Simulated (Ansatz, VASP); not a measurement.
## Two plane-wave programs on Si2Sn

```xyz
6
Lattice="3.6618 0.0000 0.0000 -1.8309 3.1712 0.0000 0.0000 0.0000 10.7847" Properties=species:S:1:pos:R:3 pbc="T T T"
Si    0.0000    2.1141    5.3924
Si    1.8309    1.0571    0.0000
Si    1.8309    1.0571    4.0238
Si    1.8309    1.0571    6.7609
Sn    0.0000    2.1141    8.9700
Sn    0.0000    2.1141    1.8147
```

Alike in both runs: functional PBE; k mesh 12 × 12 × 4; occupations gaussian, width 0.1 eV; no spin polarisation.

Ansatz relaxed the structure, and its values are those at the end. VASP's run is a single point on that final structure, the one shown.

|  | VASP | Ansatz |
| --- | --- | --- |
| version | VASP 6.6.1 | Ansatz 0.2.0 |
| potentials or method | VASP PAW PBE potentials, release 64 (Si, Sn_d), cutoff 520 eV | scalar-relativistic, plane waves, PAW |
| valence electrons in the cell | 44 | 44 |

|  | VASP | Ansatz | Ansatz less VASP |
| --- | --- | --- | --- |
| gap on the k mesh at the Fermi level (eV) | none | none | - |
| pressure (GPa) | 0.0 | 0.0 | +0.01 |
| rms of the force components (eV/Å) | 0.004 | 0.001 | -0.0031 |

A gap of «none» marks a metal or a gap that the smearing closes.
